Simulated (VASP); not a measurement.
Runs of VASP 6.6.1 on SnTe3. The structure is that of space group Pm-3m (No. 221), or close to it. The cells are those of the table. 

```csv
task,cell,k mesh,cutoff (eV),gap on the mesh (eV),pressure (GPa)
relaxation of cell and atoms,"relaxed from a = 4.848 Å, 4 atoms",10 × 10 × 10,600,none,0.0
single point,"a = 4.887 Å, 4 atoms",10 × 10 × 10,520,none,-0.1
single point,"a = 4.847, b = 4.847, c = 4.797 Å, 4 atoms",4 × 4 × 4,520,none,(a)
single point,"a = 4.848 Å, 4 atoms",4 × 4 × 4,520,none,1.5
```

Alike in all rows: level PBE; potentials or basis VASP PAW PBE potentials, release 64 (Sn_d, Te); no spin polarisation; smearing gaussian 0.1 eV.

**Question.** Estimate the missing entries.

**Answer.** (a) 2.1.

Caveats: spin-orbit coupling is left out, which moves the levels of the heavy elements.

A k mesh can miss the band edges, and the runs leave out spin-orbit coupling on Sn, Te.

A gap of «none» marks levels without a gap at the run's occupations.
